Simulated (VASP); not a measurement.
Wanted: the native input for a VASP 6.6.1 run.

```yaml
Task: single point
Functional: PBE
Potentials_or_basis: VASP PAW PBE potentials, release 64 (Au)
Cutoff: 500 eV
k_mesh: 10 × 10 × 10
Occupations: methfessel-paxton, width 0.1 eV
Spin: no spin polarisation
Dipole_correction: no
Further_INCAR_settings: ALGO = Normal; EDIFF = 1e-06; NBANDS = 12
```

The structure of Au lies in POSCAR:

```
Au
1.0
    0.0000000000      2.0350000000      2.0350000000
    2.0350000000      0.0000000000      2.0350000000
    2.0350000000      2.0350000000      0.0000000000
Au
1
Direct
    0.0000000000      0.0000000000      0.0000000000
```

These files were run (other wordings do the same):

INCAR

```
ALGO     = Normal         # electronic algorithm
EDIFF    = 1E-6           # SCF threshold, eV
ENCUT    = 500            # plane-wave cutoff, eV
GGA      = PE             # functional
GGA_COMPAT= False        
ISIF     = 2              # what is computed and relaxed
ISMEAR   = 1              # smearing method
LASPH    = True           # aspherical terms in the spheres
LCHARG   = True           # write CHGCAR
LELF     = True           # ELF
LREAL    = False          # projectors in reciprocal space
LVHAR    = True         
LWAVE    = False          # write WAVECAR
NBANDS   = 12             # bands
NELM     = 120            # most SCF steps
PREC     = Accurate       # precision mode
SIGMA    = 0.1            # smearing width, eV
```

KPOINTS

```
k-points
0
Gamma
  10 10 10
```

Potentials or basis: VASP PAW PBE potentials, release 64 (Au).

Launch:

```sh
$ cat potpaw_PBE.64/Au/POTCAR > POTCAR
$ mpirun -np 1 vasp_std > vasp.out
```

It gave:

```json
{"Pressure": "11.0 GPa"}
```

Run time: 15 s on 1 thread of Intel Xeon 8259CL (shared host), peak memory 0.14 GiB.
